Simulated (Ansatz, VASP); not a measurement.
**TiIn2H6 in VASP and in Ansatz**

```
Ti In H
1.0
     0.00000    4.27511    4.27511
     4.27511    0.00000    4.27511
     4.27511    4.27511    0.00000
Ti In H
1 2 6
Direct
  0.00000 0.00000 0.00000
  0.25000 0.25000 0.25000
  0.75000 0.75000 0.75000
  0.75643 0.24357 0.24357
  0.24357 0.75643 0.24357
  0.24357 0.24357 0.75643
  0.24357 0.75643 0.75643
  0.75643 0.24357 0.75643
  0.75643 0.75643 0.24357
```

Alike in both runs: task relaxation of cell and atoms; functional PBE; k mesh 4 × 4 × 4; occupations gaussian, width 0.1 eV; no spin polarisation.

|  | VASP | Ansatz |
| --- | --- | --- |
| version | VASP 6.6.1 | Ansatz 0.2.0 |
| potentials or method | VASP PAW PBE potentials, release 64 (Ti_sv, In_d, H), cutoff 600 eV | scalar-relativistic, plane waves, PAW |
| valence electrons in the cell | 44 | 44 |

|  | VASP | Ansatz | Ansatz less VASP |
| --- | --- | --- | --- |
| gap on the k mesh at the Fermi level, each at its own relaxed structure (eV) | none | none | - |
| relaxed volume (Å³/atom) | 10.33 | 10.27 | -0.064 |
| relaxed length of the cell vector where the two differ most in proportion (Å) | 5.085 | 5.075 | -0.0105 |

A gap of «none» marks a metal or a gap that the smearing closes.

Noted on VASP's run: the volume moved by over 15 % at a fixed basis, so the end points are rough.
